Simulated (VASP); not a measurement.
ScCu:

```
Sc Cu
1.0
     3.25600    0.00000    0.00000
     0.00000    3.25600    0.00000
     0.00000    0.00000    3.25600
Sc Cu
1 1
Direct
  0.50000 0.50000 0.50000
  0.00000 0.00000 0.00000
```

| Quantity | Value |
| --- | --- |
| Program | VASP 6.6.1 |
| Task | relaxation of cell and atoms |
| Functional | LDA |
| Potentials or basis | VASP PAW LDA potentials, release 64 (Sc_sv, Cu) |
| Cutoff | 600 eV |
| k mesh | 8 × 8 × 8 |
| Occupations | fermi-dirac, width 0.05 eV |
| Spin | no spin polarisation |

At the start: pressure -7.0 GPa; volume 17.26 Å³/atom.

Task: Where does the relaxation end?

Result: Over 3 steps the energy falls by 30.9 meV/atom and the volume is 15.95 Å³/atom (-7.6 %); space group Pm-3m (No. 221, to 0.05 Å).

The path:
| step | energy change (eV) | largest force (eV/Å) | pressure (GPa) | volume (Å³) |
| --- | --- | --- | --- | --- |
| 1 | 0.0000 | 0.0000 | -7.04 | 34.52 |
| 2 | -0.0499 | 0.0000 | 3.80 | 30.87 |
| 3 | -0.0619 | 0.0000 | 0.03 | 31.90 |

Final structure:
```
Sc Cu
1.0
     3.17153    0.00000    0.00000
     0.00000    3.17153    0.00000
     0.00000    0.00000    3.17153
Sc Cu
1 1
Direct
  0.50000 0.50000 0.50000
  0.00000 0.00000 0.00000
```
